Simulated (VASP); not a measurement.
Si, 4 atoms in the cell. It takes space group Cmce (No. 64, orthorhombic). Conventional cell: a = 4.799 Å, b = 7.527 Å, c = 3.757 Å, α = 90.00°, β = 90.00°, γ = 90.00°. Si (site symmetry m) has 7 Si at 2.45 to 3.09 Å within 3.2 Å. 

* Program: VASP 6.6.1
* Task: single point
* Functional: PBE
* Potentials or basis: VASP PAW PBE potentials, release 64 (Si)
* Cutoff: 520 eV
* k mesh: 6 × 6 × 6
* Occupations: methfessel-paxton, width 0.0229 eV
* Spin: no spin polarisation
* Dipole correction: no
* Further INCAR settings: ALGO = Normal; EDIFF = 1e-07; NBANDS = 16

Potentials or basis: VASP PAW PBE potentials, release 64 (Si).

Run with:

```console
$ cat potpaw_PBE.64/Si/POTCAR > POTCAR
$ mpirun -np 1 vasp_std > vasp.out
```

Hardware: 1 thread of Intel(R) Xeon(R) 6975P-C (Granite Rapids), on a shared host.

Question: How long does it take, and how much memory?

Answer: Wall time 16 s on 1 thread of Intel(R) Xeon(R) 6975P-C (Granite Rapids) (shared host), peak memory 0.19 GiB. Counts: scf iterations 12, k points 52.
